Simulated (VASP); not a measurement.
# CuSi16 (a cell with a defect) in VASP: single point with PBE+D3(BJ)

Aim: the single point of CuSi16 (a cell with a defect) with PBE+D3(BJ).

All numbers are computed with VASP 6.6.1; they aren't measurements. Logs are shortened: lines on timing, memory, paths and dates and some standing lists are left out, and cuts for length are marked.

### 1 The cell of the first run

The cell holds a defect, 17 atoms: a = 7.679 Å, b = 7.679 Å, c = 7.679 Å, α = 60.00°, β = 60.00°, γ = 60.00°.

### 2 Single point, PBE+D3(BJ), collinear spin, ferromagnetic start

Contents of INCAR:

```
SYSTEM = CuSi16
PREC     = Accurate       ! precision mode
ENCUT    = 520            ! plane-wave cutoff, eV
EDIFF    = 1E-7           ! SCF threshold, eV
ISMEAR   = -1             ! smearing method
SIGMA    = 0.05           ! smearing width, eV
LREAL    = Auto         
LASPH    = .True.         ! aspherical terms in the spheres
NELM     = 150            ! most SCF steps
ALGO     = Normal         ! electronic algorithm
ISIF     = 2              ! what is computed and relaxed
LWAVE    = .False.        ! write WAVECAR
LCHARG   = .False.        ! write CHGCAR
ISPIN    = 2              ! spin polarisation
MAGMOM   = 0 0 0 0 0 0 0 0 0 0 0 0 0 0 0 0 1 ! initial moments
LORBIT   = 11             ! projections on sites
LMAXMIX  = 4              ! l up to which the mixer works
GGA      = PE             ! functional
IVDW     = 12             ! dispersion correction
NBANDS   = 56             ! bands
```

Contents of KPOINTS:

```
regular mesh
0
Gamma
  2 2 2
  0 0 0
```

Contents of POSCAR:

```
CuSi16
1.0
    0.0000000000      5.4300000000      5.4300000000
    5.4300000000      0.0000000000      5.4300000000
    5.4300000000      5.4300000000      0.0000000000
Si Cu
16 1
Direct
   -0.0006199019     -0.0013748682      0.0004768929
    0.1239461837      0.1235741348      0.1289930473
   -0.0013239983      0.0011096674      0.4984052642
    0.1222965677      0.1219988136      0.6223356448
   -0.0005648628      0.5014670011      0.0006295488
    0.1268601030      0.6242403695      0.1248253958
   -0.0009345454      0.5007909948      0.4991519129
    0.1226230280      0.6324747814      0.6226638731
    0.5013579623     -0.0012090808      0.0012706421
    0.6250284463      0.1256764906      0.1250953228
    0.5005022999     -0.0013994633      0.4994425286
    0.6293431889      0.1234431203      0.6238564775
    0.5006765804      0.4994210941      0.0008233000
    0.6250794711      0.6244151928      0.1251499424
    0.5006506408      0.5013998986      0.4995017840
    0.6247339119      0.6242150507      0.6269989843
    0.2459559244      0.2534158027      0.7451134386
```

Potentials or basis: VASP PAW PBE potentials, release 64 (Si, Cu).

The run is started by

```
$ cat potpaw_PBE.64/Si/POTCAR potpaw_PBE.64/Cu/POTCAR > POTCAR
$ mpirun -np 1 vasp_std > vasp.out
```

OUTCAR:

```text
SYSTEM = CuSi16
   PREC = Accurate
   ENCUT = 520
   EDIFF = 1E-7
   ISMEAR = -1
   LREAL = Auto
   LASPH = .True.
   NELM = 150
   ISIF = 2
   ISPIN = 2
   LORBIT = 11
   GGA = PE
   IVDW = 12
 IVDW          = 12

 ion  position               nearest neighbor table
   1  0.999  0.999  0.000-  10 2.35   6 2.35   2 2.37   4 2.37  17 2.72
   2  0.124  0.124  0.129-   3 2.32   9 2.37   5 2.37   1 2.37  17 2.41
   3  0.999  0.001  0.498-   4 2.31   8 2.31  12 2.32   2 2.32
   4  0.122  0.122  0.622-   3 2.31  17 2.37   1 2.37  11 2.37   7 2.38
   5  0.999  0.501  0.001-  14 2.35   6 2.35   2 2.37   8 2.37  17 2.73
   6  0.127  0.624  0.125-  13 2.34   7 2.35   1 2.35   5 2.35
   7  0.999  0.501  0.499-   6 2.35  16 2.35   8 2.38   4 2.38  17 2.68
   8  0.123  0.632  0.623-   3 2.31   5 2.37  15 2.37   7 2.38  17 2.38
   9  0.501  0.999  0.001-  14 2.35  10 2.35   2 2.37  12 2.37  17 2.78
  10  0.625  0.126  0.125-  13 2.34  11 2.35   1 2.35   9 2.35
  11  0.501  0.999  0.499-  10 2.35  16 2.35  12 2.37   4 2.37  17 2.72
  12  0.629  0.123  0.624-   3 2.32   9 2.37  15 2.37  11 2.37  17 2.40
  13  0.501  0.499  0.001-  14 2.34  10 2.34   6 2.34  16 2.34
  14  0.625  0.624  0.125-  13 2.34  15 2.35   5 2.35   9 2.35
  15  0.501  0.501  0.500-  14 2.35  16 2.35  12 2.37   8 2.37  17 2.73
  16  0.625  0.624  0.627-  13 2.34   7 2.35  11 2.35  15 2.35
  17  0.246  0.253  0.745-   4 2.37   8 2.38  12 2.40   2 2.41   7 2.68  11 2.72   1 2.72  15 2.73
                             5 2.73   9 2.78

  LATTYP: Found a face centered cubic cell.
 ALAT       =    10.8600000000

  Lattice vectors:

 A1 = (   0.0000000000,   5.4300000000,   5.4300000000)
 A2 = (   5.4300000000,   0.0000000000,   5.4300000000)
 A3 = (   5.4300000000,   5.4300000000,   0.0000000000)

Analysis of symmetry for initial positions (statically):
=====================================================================
 Subroutine PRICEL returns:
 Original cell was already a primitive cell.

 Routine SETGRP: Setting up the symmetry group for a
 face centered cubic supercell.

 Subroutine GETGRP returns: Found  1 space group operations
 (whereof  1 operations were pure point group operations)
 out of a pool of 48 trial point group operations.

The static configuration has the point symmetry C_1 .

Analysis of symmetry for dynamics (positions and initial velocities):
=====================================================================
 Subroutine PRICEL returns:
 Original cell was already a primitive cell.

 Routine SETGRP: Setting up the symmetry group for a
 face centered cubic supercell.

 Subroutine GETGRP returns: Found  1 space group operations
 (whereof  1 operations were pure point group operations)
 out of a pool of 48 trial point group operations.

The dynamic configuration has the point symmetry C_1 .

Analysis of structural, dynamic, and magnetic symmetry:
=====================================================================
 Subroutine PRICEL returns:
 Original cell was already a primitive cell.

 Routine SETGRP: Setting up the symmetry group for a
 face centered cubic supercell.

 Subroutine GETGRP returns: Found  1 space group operations
 (whereof  1 operations were pure point group operations)
 out of a pool of 48 trial point group operations.

The overall configuration has the point symmetry C_1 .

 Subroutine INISYM returns: Found  1 space group operations
 (whereof  1 operations are pure point group operations),
 and found     1 'primitive' translations

----------------------------------------------------------------------------------------

                                     Primitive cell

  volume of cell :     320.2060

  direct lattice vectors                    reciprocal lattice vectors
     0.000000000  5.430000000  5.430000000    -0.092081031  0.092081031  0.092081031
     5.430000000  0.000000000  5.430000000     0.092081031 -0.092081031  0.092081031
     5.430000000  5.430000000  0.000000000     0.092081031  0.092081031 -0.092081031

  length of vectors
     7.679179644  7.679179644  7.679179644     0.159489025  0.159489025  0.159489025

  position of ions in fractional coordinates (direct lattice)
     0.999380098  0.998625132  0.000476893
     0.123946184  0.123574135  0.128993047
     0.998676002  0.001109667  0.498405264
     0.122296568  0.121998814  0.622335645
[... 76 lines left out ...]
   NGX,Y,Z   is equivalent  to a cutoff of  12.99, 12.99, 12.99 a.u.
   NGXF,Y,Z  is equivalent  to a cutoff of  25.98, 25.98, 25.98 a.u.
 SYSTEM =  CuSi16
   PREC   = accura    normal or accurate (medium, high low for compatibility)
   ISTART =      0    job   : 0-new  1-cont  2-samecut
   ICHARG =      2    charge: 1-file 2-atom 10-const
   ISPIN  =      2    spin polarized calculation?
   LNONCOLLINEAR =      F non collinear calculations
   LSORBIT =      F    spin-orbit coupling
   LASPH  =      T    aspherical Exc in radial PAW
   ENCUT  =  520.0 eV  38.22 Ry    6.18 a.u.  14.28 14.28 14.28*2*pi/ulx,y,z
   NELM   =    150;   NELMIN=  2; NELMDL= -5     # of ELM steps
   EDIFF  = 0.1E-06   stopping-criterion for ELM
   LREAL  =      T    real-space projection
   EDIFFG = 0.1E-05   stopping-criterion for IOM
   NSW    =      0    number of steps for IOM
   IBRION =     -1    ionic relax: 0-MD 1-quasi-New 2-CG
   NFREE  =      0    steps in history (QN), initial steepest desc. (CG)
   ISIF   =      2    stress and relaxation
   ISYM   =      2    0-nonsym 1-usesym 2-fastsym
   POTIM  = 0.5000    time-step for ionic-motion
   TEBEG  =    0.0;   TEEND  =   0.0 temperature during run
   PSTRESS=    0.0 pullay stress
   NELECT =      75.0000    total number of electrons
   NUPDOWN=      -1.0000    fix difference up-down
   EMIN   =  10.00;   EMAX   =-10.00  energy-range for DOS
   EFERMI =   0.00;   METHOD = LEGACY
   ISMEAR =    -1;   SIGMA  =   0.05  broadening in eV -4-tet -1-fermi 0-gaus
   EFERMI_NEDOS =   21; number of points for ismear=-14 and -15
   IALGO  =     38    algorithm
   IMIX   =      4    mixing-type and parameters
     AMIX     =   0.40;   BMIX     =  1.00
     AMIX_MAG =   1.60;   BMIX_MAG =  1.00
  volume/ion in A,a.u.               =      18.84       127.11
  Fermi-wavevector in a.u.,A,eV,Ry     =   1.009142  1.907001 13.855720  1.018367
  Thomas-Fermi vector in A             =   2.142052
   LORBIT       =     11    0 simple, 1 ext, 2 COOP (PROOUT), +10 PAW based schemes
   GGA     = PE    functional components
   LHFCALC =     F    Hartree Fock is set to
   AEXX    =    0.0000 exact exchange contribution
   IVDW    =    12    specifies the selected vdW correction
   LEPSILON=     F    determine dielectric tensor
   LRPA    =     F    only Hartree local field effects (RPA)
 spin polarized calculation
  energy-cutoff  :      520.00
  volume of cell :      320.21
 maximum number of plane-waves:      8646
 NGX is ok and might be reduce to    60
   NGX = 29   NGY = 29   NGZ = 29

 number of electron      74.9999997 magnetization       0.0007305

 number of electron      74.9999997 magnetization      -0.0000995

 Free energy of the ion-electron system (eV)
  ---------------------------------------------------
  ext. energy  EPLUGINS =         0.00000000
  ---------------------------------------------------
  free energy    TOTEN  =       -87.49172409 eV

  energy without entropy =      -87.42138171  energy(sigma->0) =      -87.45655290

 E-fermi :   6.8777     XC(G=0):  -9.6680

 val. band max:        6.8760617202   @ k =   0.5000   0.0000   0.0000
 cond. band min:       6.8801196833   @ k =   0.0000   0.5000   0.0000
 fundamental gap:      0.0040579632
 Fermi energy:         6.8777294662

 spin component 1

 k-point     1 :       0.0000    0.0000    0.0000
  band No.  band energies     occupation
      1      -5.9331      1.00000
      2      -3.5445      1.00000
      3      -3.5414      1.00000
      4      -3.5328      1.00000
      5      -3.5262      1.00000
      6      -2.0373      1.00000
[... 405 lines left out ...]
     48      10.4659      0.00000
     49      10.4789      0.00000
 Fermi energy:         6.8777294662

 spin component 2

 k-point     1 :       0.0000    0.0000    0.0000
  band No.  band energies     occupation
      1      -5.9331      1.00000
      2      -3.5445      1.00000
      3      -3.5414      1.00000
      4      -3.5328      1.00000
      5      -3.5262      1.00000
      6      -2.0373      1.00000
[... 405 lines left out ...]
     48      10.4659      0.00000
     49      10.4789      0.00000
 [bands above 49 left out]

------------------------ aborting loop because EDIFF is reached ----------------------------------------

 Edisp (eV)   -5.66879

 E8    (eV) :    -2.3510

  FORCE on cell =-STRESS in cart. coord.  units (eV):
  Direction    XX          YY          ZZ          XY          YZ          ZX
  --------------------------------------------------------------------------------------
  -------------------------------------------------------------------------------------
  Total       2.62652     2.65184     2.62513     0.02815     0.05541     0.31493
  in kB      13.14200    13.26871    13.13505     0.14087     0.27723     1.57579
  external pressure =       13.18 kB  Pullay stress =        0.00 kB

 VOLUME and BASIS-vectors are now :
 -----------------------------------------------------------------------------
  energy-cutoff  :      520.00
  volume of cell :      320.21
      direct lattice vectors                 reciprocal lattice vectors
     0.000000000  5.430000000  5.430000000    -0.092081031  0.092081031  0.092081031
     5.430000000  0.000000000  5.430000000     0.092081031 -0.092081031  0.092081031
     5.430000000  5.430000000  0.000000000     0.092081031  0.092081031 -0.092081031

 POSITION                                       TOTAL-FORCE (eV/Angst)
 -----------------------------------------------------------------------------------
      5.42512      5.42922     10.84917        -0.003798     -0.001747     -0.008785
      1.37144      1.37346      1.34404        -0.007819     -0.004402      0.008511
      2.71237      8.12915      5.42884        -0.003166     -0.022056     -0.001159
      4.04174      4.04335      1.32652        -0.018653     -0.015675     -0.019032
      2.72638      5.43035      8.14990         0.008695     -0.000504      0.003317
      4.06743      1.36665      4.07848        -0.007092      0.008651      0.007756
[... 9 lines left out ...]
      6.79409      6.79691      6.78179         0.008466      0.010089     -0.007700
      5.42201      5.38151      2.71159         0.009503      0.053316      0.006521
 -----------------------------------------------------------------------------------
    total drift:                               -0.000880     -0.008035     -0.003054

  FREE ENERGIE OF THE ION-ELECTRON SYSTEM (eV)
  ---------------------------------------------------
  free  energy   TOTEN  =       -93.1605189581 eV

  energy  without entropy=      -93.0901765826  energy(sigma->0) =      -93.12534777

 total charge

# of ion       s       p       d       tot
------------------------------------------
    1        0.737   0.948   0.000   1.685
    2        0.732   0.968   0.000   1.700
    3        0.771   0.950   0.000   1.721
    4        0.732   0.969   0.000   1.702
    5        0.737   0.948   0.000   1.685
    6        0.741   0.954   0.000   1.696
[... 9 lines left out ...]
   16        0.741   0.954   0.000   1.695
   17        0.469   0.398   9.228  10.094
--------------------------------------------------
tot         12.293  15.691   9.228  37.212

 magnetization (x)

# of ion       s       p       d       tot
------------------------------------------
    1       -0.000  -0.000   0.000  -0.000
    2       -0.000   0.000   0.000  -0.000
    3       -0.000  -0.000   0.000  -0.000
    4       -0.000   0.000   0.000  -0.000
    5       -0.000   0.000   0.000  -0.000
    6       -0.000  -0.000   0.000  -0.000
[... 9 lines left out ...]
   16       -0.000  -0.000   0.000  -0.000
   17       -0.000  -0.000   0.000  -0.000
--------------------------------------------------
tot         -0.000  -0.000   0.000  -0.000
```

Run time: 24 min. Hardware: 1 thread of AMD EPYC 7R13 (Zen 3), shared host; peak memory 0.7 GiB.

What came out:

```yaml
Free_energy: -93.1605 eV
Pressure: 1.3 GPa
Largest_force: 0.055 eV/Å
Net_moment: 0.00 μB per cell
Valence_electrons_inside_the_program's_atomic_spheres: Si 1.69, 1.70, 1.72, 1.68; Cu 10.09
Dispersion_energy_per_atom: -0.333 eV
```

Forces on the atoms (eV/Å):
```
Si  -0.004 -0.002 -0.009
Si  -0.008 -0.004  0.009
Si  -0.003 -0.022 -0.001
Si  -0.019 -0.016 -0.019
Si   0.009 -0.001  0.003
Si  -0.007  0.009  0.008
Si  -0.001 -0.009 -0.001
Si   0.013 -0.008  0.013
Si   0.000  0.009  0.000
Si   0.005 -0.006  0.005
Si  -0.009 -0.002 -0.004
Si   0.007 -0.003 -0.006
Si   0.000 -0.002  0.000
Si  -0.006 -0.006 -0.005
Si   0.004  0.000  0.009
Si   0.008  0.010 -0.008
Cu   0.010  0.053  0.007
```

Stress tensor (GPa, compression positive):
```
1.31 0.01 0.16
0.01 1.33 0.03
0.16 0.03 1.31
```

Caveat: the k points lie up to 0.50 Å⁻¹ apart.
